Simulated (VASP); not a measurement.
# Cu (I4/mmm) in VASP: notebook, part 2 of 2

VASP 6.6.1.

### Step 5. Single point, LDA

This run uses another cell than the first one, of 10.93 Å³/atom, 1.013 times its volume.

INCAR

```
ALGO = Normal ; EDIFF = 1E-6
ENCUT = 520 ; GGA = CA
ISIF = 2 ; ISMEAR = 0
LASPH = True ; LCHARG = False
LREAL = False ; LWAVE = False
NBANDS = 12 ; NELM = 100
PREC = Accurate ; SIGMA = 0.15
```

KPOINTS

```
k-points
0
Gamma
  22 22 22
```

POSCAR

```
Cu
1.0
   -1.4273957576      1.4273957576      1.3410790181
    1.4273957576     -1.4273957576      1.3410790181
    1.4273957576      1.4273957576     -1.3410790181
Cu
1
Direct
    0.0000000000      0.0000000000      0.0000000000
```

Potentials or basis: VASP PAW LDA potentials, release 64 (Cu).

Command:

```sh
> cat potpaw_LDA.64/Cu/POTCAR > POTCAR
> mpirun -np 1 vasp_std > vasp.out
```

OUTCAR:

```text
EDIFF = 1E-6
   ENCUT = 520
   GGA = CA
   ISIF = 2
   ISMEAR = 0
   LASPH = True
   LREAL = False
   NELM = 100
   PREC = Accurate

 ion  position               nearest neighbor table
   1  0.000  0.000  0.000-

  LATTYP: Found a body centered tetragonal cell.
 ALAT       =     2.8547915152
 C/A-ratio  =     0.9395285162

  Lattice vectors:

 A1 = (  -1.4273957576,   1.4273957576,   1.3410790181)
 A2 = (   1.4273957576,  -1.4273957576,   1.3410790181)
 A3 = (   1.4273957576,   1.4273957576,  -1.3410790181)

Analysis of symmetry for initial positions (statically):
=====================================================================
 Subroutine PRICEL returns:
 Original cell was already a primitive cell.

 Routine SETGRP: Setting up the symmetry group for a
 body centered tetragonal supercell.

 Subroutine GETGRP returns: Found 16 space group operations
 (whereof 16 operations were pure point group operations)
 out of a pool of 16 trial point group operations.

The static configuration has the point symmetry D_4h.

Analysis of symmetry for dynamics (positions and initial velocities):
=====================================================================
 Subroutine PRICEL returns:
 Original cell was already a primitive cell.

 Routine SETGRP: Setting up the symmetry group for a
 body centered tetragonal supercell.

 Subroutine GETGRP returns: Found 16 space group operations
 (whereof 16 operations were pure point group operations)
 out of a pool of 16 trial point group operations.

The dynamic configuration has the point symmetry D_4h.

 Subroutine INISYM returns: Found 16 space group operations
 (whereof 16 operations are pure point group operations),
 and found     1 'primitive' translations

----------------------------------------------------------------------------------------

                                     Primitive cell

  volume of cell :      10.9296

  direct lattice vectors                    reciprocal lattice vectors
    -1.427395758  1.427395758  1.341079018     0.000000000  0.350288277  0.372834108
     1.427395758 -1.427395758  1.341079018     0.350288277  0.000000000  0.372834108
     1.427395758  1.427395758 -1.341079018     0.350288277  0.350288277  0.000000000

  length of vectors
     2.423511962  2.423511962  2.423511962     0.511573210  0.511573210  0.495382432

  position of ions in fractional coordinates (direct lattice)
     0.000000000  0.000000000  0.000000000

  ion indices of the primitive-cell ions
   primitive index   ion index
                 1           1

----------------------------------------------------------------------------------------

 KPOINTS: k-points

Automatic generation of k-mesh.
 Grid dimensions read from file:
 generate k-points for:   22   22   22

 Generating k-lattice:

  Cartesian coordinates                     Fractional coordinates (reciprocal lattice)
     0.000000000  0.015922194  0.016947005     0.045454545  0.000000000  0.000000000
     0.015922194  0.000000000  0.016947005     0.000000000  0.045454545  0.000000000
     0.015922194  0.015922194  0.000000000     0.000000000  0.000000000  0.045454545

  Length of vectors
     0.023253328  0.023253328  0.022517383

  Shift w.r.t. Gamma in fractional coordinates (k-lattice)
     0.000000000  0.000000000  0.000000000

 Subroutine IBZKPT returns following result:
 ===========================================

 Found    834 irreducible k-points:

 Following reciprocal coordinates:
            Coordinates               Weight
  0.000000  0.000000  0.000000      1.000000
  0.045455  0.000000 -0.000000      8.000000
  0.090909  0.000000 -0.000000      8.000000
  0.136364  0.000000 -0.000000      8.000000
  0.181818 -0.000000  0.000000      8.000000
  0.227273  0.000000  0.000000      8.000000
[... 16 lines left out ...]
  0.500000  0.045455 -0.000000     16.000000
 -0.454545  0.045455  0.000000     16.000000
 [... further k-points ...]
   k-points           NKPTS =    834   k-points in BZ     NKDIM =    834   number of bands    NBANDS=     12
   number of dos      NEDOS =    301   number of ions     NIONS =      1
   total plane-waves  NPLWV =   5832
   dimension x,y,z NGX =    18 NGY =   18 NGZ =   18
   dimension x,y,z NGXF=    36 NGYF=   36 NGZF=   36
   ions per type =               1
   NGX,Y,Z   is equivalent  to a cutoff of  12.35, 12.35, 12.35 a.u.
   NGXF,Y,Z  is equivalent  to a cutoff of  24.69, 24.69, 24.69 a.u.
 SYSTEM =  unknown system
   PREC   = accura    normal or accurate (medium, high low for compatibility)
   ISTART =      0    job   : 0-new  1-cont  2-samecut
   ICHARG =      2    charge: 1-file 2-atom 10-const
   ISPIN  =      1    spin polarized calculation?
   LNONCOLLINEAR =      F non collinear calculations
   LSORBIT =      F    spin-orbit coupling
   LASPH  =      T    aspherical Exc in radial PAW
   ENCUT  =  520.0 eV  38.22 Ry    6.18 a.u.   4.51  4.51  4.51*2*pi/ulx,y,z
   NELM   =    100;   NELMIN=  2; NELMDL= -5     # of ELM steps
   EDIFF  = 0.1E-05   stopping-criterion for ELM
   LREAL  =      F    real-space projection
   EDIFFG = 0.1E-04   stopping-criterion for IOM
   NSW    =      0    number of steps for IOM
   IBRION =     -1    ionic relax: 0-MD 1-quasi-New 2-CG
   NFREE  =      0    steps in history (QN), initial steepest desc. (CG)
   ISIF   =      2    stress and relaxation
   ISYM   =      2    0-nonsym 1-usesym 2-fastsym
   POTIM  = 0.5000    time-step for ionic-motion
   TEBEG  =    0.0;   TEEND  =   0.0 temperature during run
   PSTRESS=    0.0 pullay stress
   NELECT =      11.0000    total number of electrons
   NUPDOWN=      -1.0000    fix difference up-down
   EMIN   =  10.00;   EMAX   =-10.00  energy-range for DOS
   EFERMI =   0.00;   METHOD = LEGACY
   ISMEAR =     0;   SIGMA  =   0.15  broadening in eV -4-tet -1-fermi 0-gaus
   EFERMI_NEDOS =   21; number of points for ismear=-14 and -15
   IALGO  =     38    algorithm
   IMIX   =      4    mixing-type and parameters
     AMIX     =   0.40;   BMIX     =  1.00
     AMIX_MAG =   1.60;   BMIX_MAG =  1.00
  volume/ion in A,a.u.               =      10.93        73.76
  Fermi-wavevector in a.u.,A,eV,Ry     =   1.640607  3.100298 36.621342  2.691593
  Thomas-Fermi vector in A             =   2.731217
   LORBIT       =      0    0 simple, 1 ext, 2 COOP (PROOUT), +10 PAW based schemes
   GGA     = CA    functional components
   LHFCALC =     F    Hartree Fock is set to
   AEXX    =    0.0000 exact exchange contribution
   IVDW    =     0    specifies the selected vdW correction
   LEPSILON=     F    determine dielectric tensor
   LRPA    =     F    only Hartree local field effects (RPA)
 non-spin polarized calculation
 Gauss-broadening in eV      SIGMA  =   0.15
  energy-cutoff  :      520.00
  volume of cell :       10.93
 maximum number of plane-waves:       313
 NGX is ok and might be reduce to    18
   NGX =  9   NGY =  9   NGZ =  9

 number of electron      11.0000002 magnetization

 Free energy of the ion-electron system (eV)
  ---------------------------------------------------
  ext. energy  EPLUGINS =         0.00000000
  ---------------------------------------------------
  free energy    TOTEN  =        -4.66895878 eV

  energy without entropy =       -4.66476005  energy(sigma->0) =       -4.66685941

 E-fermi :   8.3637     XC(G=0): -13.5630

 val. band max:        8.3575230835   @ k =   0.4545   0.4545   0.0000
 cond. band min:       8.3661798602   @ k =   0.5000   0.2273   0.1364
 fundamental gap:      0.0086567767
 Fermi energy:         8.3637393516

 k-point     1 :       0.0000    0.0000    0.0000
  band No.  band energies     occupation
      1      -1.5971      2.00000
      2       4.7649      2.00000
      3       5.0485      2.00000
      4       5.0485      2.00000
      5       5.9256      2.00000
      6       6.2276      2.00000
      7      33.5443      0.00000
      8      33.5443      0.00000
      9      35.2883      0.00000
     10      37.9449      0.00000
     11      38.1059      0.00000
     12      38.1639      0.00000
[... 331 lines left out ...]
 k-point    24 :      -0.4545    0.0455    0.0000
  band No.  band energies     occupation
      1       2.8086      2.00000
      2       4.0812      2.00000
      3       6.0625      2.00000
      4       6.1337      2.00000
      5       6.5529      2.00000
      6       7.3557      2.00000
      7      14.7342      0.00000
      8      25.3465      0.00000
      9      26.3742      0.00000
     10      30.8980      0.00000
     11      34.1248      0.00000
     12      43.4600      0.00000

 [... further k-points ...]
[... 5 lines left out ...]
  --------------------------------------------------------------------------------------
  -------------------------------------------------------------------------------------
  Total        0.0599036      0.0599036      0.0693624      0.0000000      0.0000000      0.0000000
  in kB        8.7813274      8.7813274     10.1679083      0.0000000      0.0000000      0.0000000
  external PRESSURE =       9.2435211 kB  Pullay stress =       0.0000000 kB

 VOLUME and BASIS-vectors are now :
 -----------------------------------------------------------------------------
  energy-cutoff  :      520.00
  volume of cell :       10.93
      direct lattice vectors                 reciprocal lattice vectors
    -1.427395758  1.427395758  1.341079018     0.000000000  0.350288277  0.372834108
     1.427395758 -1.427395758  1.341079018     0.350288277  0.000000000  0.372834108
     1.427395758  1.427395758 -1.341079018     0.350288277  0.350288277  0.000000000

 POSITION                                       TOTAL-FORCE (eV/Angst)
 -----------------------------------------------------------------------------------
      0.00000      0.00000      0.00000         0.000000     -0.000000      0.000000
 -----------------------------------------------------------------------------------
    total drift:                                0.000000      0.000000      0.000000

  FREE ENERGIE OF THE ION-ELECTRON SYSTEM (eV)
  ---------------------------------------------------
  free  energy   TOTEN  =        -4.6689587773 eV

  energy  without entropy=       -4.6647600459  energy(sigma->0) =       -4.66685941
```

stdout:

```text
POSCAR found type information on POSCAR Cu
 POSCAR found :  1 types and       1 ions
 scaLAPACK will be used
 LDA part: xc-table for (Slater(with rela. corr.)+CA(PZ))
 , standard interpolation
 POSCAR, INCAR and KPOINTS ok, starting setup
 FFT: planning ... GRIDC
 FFT: planning ... GRID_SOFT
 FFT: planning ... GRID
 WAVECAR not read
 entering main loop
```

Run time: 46 s. Hardware: 1 thread of Intel Xeon 6975P-C (Granite Rapids), shared host; peak memory 0.2 GiB.

What came out:

* Free energy: -4.6690 eV
* Pressure: 0.9 GPa

### Step 6. Overview

```tsv
cell	gap on the mesh (eV)	pressure (GPa)
a = 2.412 Å, angles 108.5, 108.5, 111.5°, 1 atom	none	3.3
a = 2.420 Å, angles 109.8, 109.8, 108.8°, 1 atom	none	1.1
a = 2.421 Å, angles 108.8, 108.8, 110.8°, 1 atom	none	0.9
a = 2.424 Å, angles 107.8, 107.8, 112.8°, 1 atom	none	0.9
```

Alike in all rows: task single point; level LDA; potentials or basis VASP PAW LDA potentials, release 64 (Cu); no spin polarisation; k mesh 22 × 22 × 22; cutoff (eV) 520; smearing gaussian 0.15 eV.

Absolute energies hang on the potentials; compare differences alone.
